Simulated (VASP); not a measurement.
# Re (Fd-3m) in VASP: notebook, part 2 of 2

VASP 6.6.1.

## 6. Relaxation of cell and atoms, PBEsol

This run uses another cell than the first one, of 21.89 Å³/atom.

Contents of INCAR:

```
SYSTEM = Re
PREC = Accurate
ENCUT = 600
EDIFF = 1E-6
ISMEAR = 0
SIGMA = 0.1
LREAL = .FALSE.
LASPH = .TRUE.
NELM = 80
ALGO = Fast
ISIF = 3
LWAVE = .FALSE.
LCHARG = .FALSE.
GGA = PS
IBRION = 2
NSW = 100
EDIFFG = -0.01
```

Contents of KPOINTS:

```
Automatic mesh
0
G
  18 18 18
  0 0 0
```

Contents of POSCAR:

```
Re
1.0
    0.0000000000      2.7974518906      2.7974518906
    2.7974518906      0.0000000000      2.7974518906
    2.7974518906      2.7974518906      0.0000000000
Re
2
Direct
    0.0000000000      0.0000000000      0.0000000000
    0.2500000000      0.2500000000      0.2500000000
```

Potentials or basis: VASP PAW PBE potentials, release 64 (Re).

The run is started by

```bash
$ cat potpaw_PBE.64/Re/POTCAR > POTCAR
$ mpirun -np 1 vasp_std > vasp.out
```

OUTCAR:

```text
SYSTEM = Re
   PREC = Accurate
   ENCUT = 600
   EDIFF = 1E-6
   ISMEAR = 0
   LREAL = .FALSE.
   LASPH = .TRUE.
   NELM = 80
   ISIF = 3
   GGA = PS
   IBRION = 2
   NSW = 100
   EDIFFG = -0.01

 ion  position               nearest neighbor table
   1  0.000  0.000  0.000-   2 2.42   2 2.42   2 2.42   2 2.42
   2  0.250  0.250  0.250-   1 2.42   1 2.42   1 2.42   1 2.42

  LATTYP: Found a face centered cubic cell.
 ALAT       =     5.5949037812

  Lattice vectors:

 A1 = (   0.0000000000,   2.7974518906,   2.7974518906)
 A2 = (   2.7974518906,   0.0000000000,   2.7974518906)
 A3 = (   2.7974518906,   2.7974518906,   0.0000000000)

Analysis of symmetry for initial positions (statically):
=====================================================================
 Subroutine PRICEL returns:
 Original cell was already a primitive cell.

 Routine SETGRP: Setting up the symmetry group for a
 face centered cubic supercell.

 Subroutine GETGRP returns: Found 48 space group operations
 (whereof 24 operations were pure point group operations)
 out of a pool of 48 trial point group operations.

The static configuration has the point symmetry T_d .
 The point group associated with its full space group is O_h .

Analysis of symmetry for dynamics (positions and initial velocities):
=====================================================================
 Subroutine PRICEL returns:
 Original cell was already a primitive cell.

[... 167 lines left out ...]
  in kB      -17.8431125    -17.8431125    -17.8431125      0.0000000      0.0000000     -0.0000000
  external PRESSURE =     -17.8431125 kB  Pullay stress =       0.0000000 kB
[... 23 lines left out ...]
--------------------------------------- Ionic step        2  -------------------------------------------

 number of electron      13.9999999 magnetization

 E-fermi :   3.8243     XC(G=0): -11.4503

 val. band max:        3.8224928482   @ k =  -0.3889   0.2222   0.0556
 cond. band min:       3.8283211134   @ k =  -0.3889   0.2778   0.1111
 fundamental gap:      0.0058282652
 Fermi energy:         3.8242654926

 k-point     1 :       0.0000    0.0000    0.0000
  band No.  band energies     occupation
      1      -3.3412      2.00000
      2       0.5414      2.00000
      3       0.5414      2.00000
      4       1.4599      2.00000
      5       1.4599      2.00000
      6       1.4599      2.00000
      7       4.5087      0.00000
      8       4.5091      0.00000
      9       4.5091      0.00000
     10       8.3088      0.00000
     11       8.3103      0.00000
[... 357 lines left out ...]
--------------------------------------- Ionic step        3  -------------------------------------------

 number of electron      14.0000000 magnetization

 Free energy of the ion-electron system (eV)
  ---------------------------------------------------
  ext. energy  EPLUGINS =         0.00000000
  ---------------------------------------------------
  free energy    TOTEN  =       -23.24018186 eV

  energy without entropy =      -23.23262348  energy(sigma->0) =      -23.23640267

 E-fermi :   3.5854     XC(G=0): -11.3220

 val. band max:        3.5844043970   @ k =   0.1667   0.0000   0.0000
 cond. band min:       3.6198056455   @ k =  -0.3889   0.2778   0.0556
 fundamental gap:      0.0354012486
 Fermi energy:         3.5853947704

 k-point     1 :       0.0000    0.0000    0.0000
  band No.  band energies     occupation
      1      -3.4466      2.00000
      2       0.4315      2.00000
      3       0.4315      2.00000
      4       1.2787      2.00000
      5       1.2787      2.00000
      6       1.2787      2.00000
      7       4.2541      0.00000
      8       4.2541      0.00000
      9       4.2541      0.00000
     10       7.9100      0.00000
     11       7.9103      0.00000
[... 351 lines left out ...]
  FREE ENERGIE OF THE ION-ELECTRON SYSTEM (eV)
  ---------------------------------------------------
  free  energy   TOTEN  =       -23.2401818608 eV

  energy  without entropy=      -23.2326234758  energy(sigma->0) =      -23.23640267

 reached required accuracy - stopping structural energy minimisation
```

OSZICAR:

```text
N       E                     dE             d eps       ncg     rms          rms(c)
DAV:   1     0.405173946435E+02    0.40517E+02   -0.70495E+03  7716   0.152E+03
DAV:   2    -0.154737708819E+02   -0.55991E+02   -0.49708E+02  7076   0.308E+02
DAV:   3    -0.234350084048E+02   -0.79612E+01   -0.65719E+01  7800   0.233E+02
[... 33 lines left out ...]
RMM:   6    -0.232401569736E+02   -0.46854E-04   -0.28242E-04  5669   0.127E-01    0.187E-02
RMM:   7    -0.232401788476E+02   -0.21874E-04   -0.13959E-04  5689   0.967E-02    0.513E-03
RMM:   8    -0.232401804765E+02   -0.16289E-05   -0.31391E-05  4196   0.625E-02    0.173E-02
RMM:   9    -0.232401817856E+02   -0.13092E-05   -0.11066E-05  3947   0.638E-02    0.343E-02
RMM:  10    -0.232401818608E+02   -0.75191E-07   -0.25752E-06  3589   0.117E-01
   3 F= -.23240182E+02 E0= -.23236403E+02  d E =-.229434E-02
```

Wall time 7.8 min (1 thread of Intel Xeon 8259CL, shared host); peak memory 0.27 GiB.

Results:

```
Free energy                           : -23.2402 eV
Relaxed volume                        : 21.69 Å³/atom
Relaxed cell                          : a = 3.944 Å, b = 3.944 Å, c = 3.944 Å, α = 60.00°, β = 60.00°, γ = 60.00°
Space group after relaxing (to 0.1 Å) : Fd-3m (No. 227)
Energy gained by relaxing             : 1.1 meV/atom
Ionic steps                           : 3
Pressure after relaxing               : 0.0 GPa
Band gap on the k mesh                : zero (bands 7 and 8 overlap by 1.35 eV)
```

The path:
```csv
step,energy change (eV),largest force (eV/Å),pressure (GPa),volume (Å³)
1,0.0000,0.0000,-1.78,43.78
2,0.0156,0.0000,5.22,42.26
3,-0.0023,0.0000,0.00,43.38
```

Final structure:
```
Re
1.0
     0.00000    2.78877    2.78877
     2.78877    0.00000    2.78877
     2.78877    2.78877    0.00000
Re
2
Direct
  0.00000 0.00000 0.00000
  0.25000 0.25000 0.25000
```

Levels at points of the mesh, in eV from the Fermi level:
```tsv
k point	band 3	band 4	band 5	band 6	band 7	band 8	band 9	band 10	band 11
(0.00, 0.00, 0.00)	-3.15	-2.31	-2.31	-2.31	0.67	0.67	0.67	4.32	4.32
(0.50, 0.00, 0.00)	-2.84	-2.84	-2.55	-2.55	-0.91	1.80	1.83	3.43	3.51
(0.50, 0.50, 0.00)	-2.48	-2.48	-1.93	-1.93	-0.01	-0.01	3.87	3.97	4.74
```

Caveat: the PAW data sets were made with another functional, which shifts forces and pressure a little; spin-orbit coupling is left out, which moves the levels of the heavy elements.

## 7. Summary

| task | cell | k mesh | cutoff (eV) | gap on the mesh (eV) | pressure (GPa) | relaxed volume (Å³/atom) |
| --- | --- | --- | --- | --- | --- | --- |
| single point | a = 3.631 Å, angles 60.0°, 2 atoms | 6 × 6 × 6 | 520 | none | 76.6 | - |
| single point | a = 3.956 Å, angles 60.0°, 2 atoms | 6 × 6 × 6 | 520 | none | -1.7 | - |
| relaxation of cell and atoms | relaxed from a = 3.631 Å, angles 60.0°, 2 atoms | 6 × 6 × 6 | 600 | none | 0.2 | 21.67 |
| single point | a = 3.955 Å, angles 60.0°, 2 atoms | 18 × 18 × 18 | 520 | none | -1.7 | - |
| relaxation of cell and atoms | relaxed from a = 3.956 Å, angles 60.0°, 2 atoms | 18 × 18 × 18 | 600 | none | 0.0 | 21.69 |

Alike in all rows: level PBEsol; potentials or basis VASP PAW PBE potentials, release 64 (Re); no spin polarisation; smearing gaussian 0.1 eV.

Caveats: the PAW data sets were made with another functional, which shifts forces and pressure a little; spin-orbit coupling is left out, which moves the levels of the heavy elements; the cell stands under pressure (at least some runs); the volume moved by over 15 % at a fixed basis, so the end points are rough (at least some runs).

Absolute energies hang on the potentials; compare differences alone.
